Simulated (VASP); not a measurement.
GeSb2Te4:

```
Ge Sb Te
1.0
     7.31611    0.00000    0.00000
     0.00000    7.31611    0.00000
     0.00000    0.00000    4.31253
Ge Sb Te
1 2 4
Direct
  0.00000 0.00000 0.00000
  0.00000 0.50000 0.50000
  0.50000 0.00000 0.50000
  0.76573 0.76573 0.00000
  0.23427 0.23427 0.00000
  0.76573 0.23427 0.00000
  0.23427 0.76573 0.00000
```

The cell was built from a structure type or drawn by symmetry, and may not be a known phase.

| Quantity | Value |
| --- | --- |
| Program | VASP 6.6.1 |
| Task | relaxation of cell and atoms |
| Functional | PBE |
| Potentials or basis | VASP PAW PBE potentials, release 64 (Ge_d, Sb, Te) |
| Cutoff | 600 eV |
| k mesh | 2 × 2 × 4 |
| Occupations | gaussian, width 0.2 eV |
| Spin | no spin polarisation |

At the start: pressure 5.3 GPa; volume 32.98 Å³/atom.

How do energy, volume and symmetry change on relaxing?

Over 9 steps the energy falls by 337.8 meV/atom and the volume is 30.52 Å³/atom (-7.4 %); space group P4/mmm (No. 123, to 0.1 Å) before and after.

Step by step:
```
step  energy change (eV)  largest force (eV/Å)  pressure (GPa)  volume (Å³)
   1              0.0000                3.3718            5.32       230.83
   2             -1.1793                0.0661           -4.72       268.25
   3             -1.3962                0.6017           -2.77       255.51
   4             -1.7989                0.5808           -1.72       238.71
   5             -2.1380                0.6055            1.41       214.04
   6             -2.1441                0.5462            2.81       207.13
   7             -2.2929                0.0913            2.40       205.28
   8             -2.2972                0.0126            2.37       204.75
   9             -2.3645                0.0733            0.14       213.64
```

Final structure:
```
Ge Sb Te
1.0
     7.72262    0.00000    0.00000
     0.00000    7.72262    0.00000
     0.00000    0.00000    3.58221
Ge Sb Te
1 2 4
Direct
  0.00000 0.00000 0.00000
  0.00000 0.50000 0.50000
  0.50000 0.00000 0.50000
  0.73630 0.73630 0.00000
  0.26370 0.26370 0.00000
  0.73630 0.26370 0.00000
  0.26370 0.73630 0.00000
```

Caveat: the k points lie up to 0.44 Å⁻¹ apart in the final cell, too coarse for converged energies and pressures of a metal; a cell axis changed by over 15 % at a fixed basis, so the end point is rough; the relaxation stopped at a loose force limit of 0.08 eV/Å, so its end isn't a converged minimum.
